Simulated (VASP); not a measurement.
Here is a VASP 6.6.1 calculation.

INCAR

```
SYSTEM = Ta
ALGO = Fast
EDIFF = 1E-6
ENCUT = 520
GGA = PE
ISIF = 2
ISMEAR = 0
LASPH = .True.
LCHARG = .True.
LELF = .True.
LREAL = .False.
LVHAR = .True.
LWAVE = .False.
NBANDS = 12
NELM = 100
PREC = Accurate
SIGMA = 0.05
```

Contents of KPOINTS:

```
k-points
0
Gamma
  18 18 18
  0 0 0
```

File POSCAR:

```
Ta
1.0
    0.0000000000      2.1115121932      2.1115121932
    2.1115121932      0.0000000000      2.1115121932
    2.1115121932      2.1115121932      0.0000000000
Ta
1
Direct
    0.0000000000      0.0000000000      0.0000000000
```

Potentials or basis: VASP PAW PBE potentials, release 64 (Ta_pv).

Command:

```sh
$ cat potpaw_PBE.64/Ta_pv/POTCAR > POTCAR
$ mpirun -np 1 vasp_std > vasp.out
```

(1) What does it give for the pressure?

Results:

(1) 0.1 GPa.
